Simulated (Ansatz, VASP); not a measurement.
# Hg in VASP and in Ansatz

```
Hg
1.0
     0.00000    3.33034    3.33034
     3.33034    0.00000    3.33034
     3.33034    3.33034    0.00000
Hg
2
Direct
  0.87500 0.87500 0.87500
  0.12500 0.12500 0.12500
```

Change from the starting cell: shortest bond scaled by 1, PAW files.

Alike in both runs: task electric field gradients; functional PBE; k mesh 8 × 8 × 8; occupations fermi-dirac, width 0.05 eV; no spin polarisation.

|  | VASP | Ansatz |
| --- | --- | --- |
| version | VASP 6.6.1 | Ansatz 0.2.0 |
| potentials or method | VASP PAW PBE potentials, release 64 (Hg) | PAW with Ansatz's default frozen-core files, scalar-relativistic |
| plane-wave cutoff (eV) | 520 | 420 |
| valence electrons in the cell | 24 | 40 |

|  | VASP | Ansatz | Ansatz less VASP |
| --- | --- | --- | --- |
| pressure (GPa) | 2.1 | 1.9 | -0.19 |

With one functional, cell and mesh, what is left measures potentials, basis and numerics. VASP's potentials hold 24 valence electrons a cell and Ansatz's 40, so a difference there can come from the potentials and not from the codes.

Spin-orbit coupling is off throughout.
